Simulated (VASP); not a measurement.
A run of VASP 6.6.1:

File INCAR:

```
PREC = Accurate ; ENCUT = 600
EDIFF = 1E-8 ; ISMEAR = -1
SIGMA = 0.15 ; LREAL = F
LASPH = T ; NELM = 100
ALGO = Normal ; ISIF = 3
LWAVE = F ; LCHARG = F
GGA = CA ; IBRION = 6
NFREE = 2 ; POTIM = 0.015
NSW = 1
```

KPOINTS

```
Automatic mesh
0
Gamma
  14 14 14
```

Contents of POSCAR:

```
CuPd
1.0
    2.8391293436      0.0000000000      0.0000000000
    0.0000000000      2.8391293436      0.0000000000
    0.0000000000      0.0000000000      2.8391293436
Cu Pd
1 1
Direct
    0.0000000000      0.0000000000      0.0000000000
    0.5000000000      0.5000000000      0.5000000000
```

Potentials or basis: VASP PAW LDA potentials, release 64 (Cu, Pd).

Command:

```bash
$ cat potpaw_LDA.64/Cu/POTCAR potpaw_LDA.64/Pd/POTCAR > POTCAR
$ mpirun -np 1 vasp_std > vasp.out
```

Hardware: 1 thread of Intel(R) Xeon(R) Platinum 8124M CPU @ 3.00GHz (Skylake/Cascade Lake), with other jobs on the host.

Q: How long does it take, and how much memory?

A: Wall time 27 min on 1 thread of Intel(R) Xeon(R) Platinum 8124M CPU @ 3.00GHz (Skylake/Cascade Lake), with other jobs on the host, peak memory 0.65 GiB. Counts: scf iterations 176, k points 120.
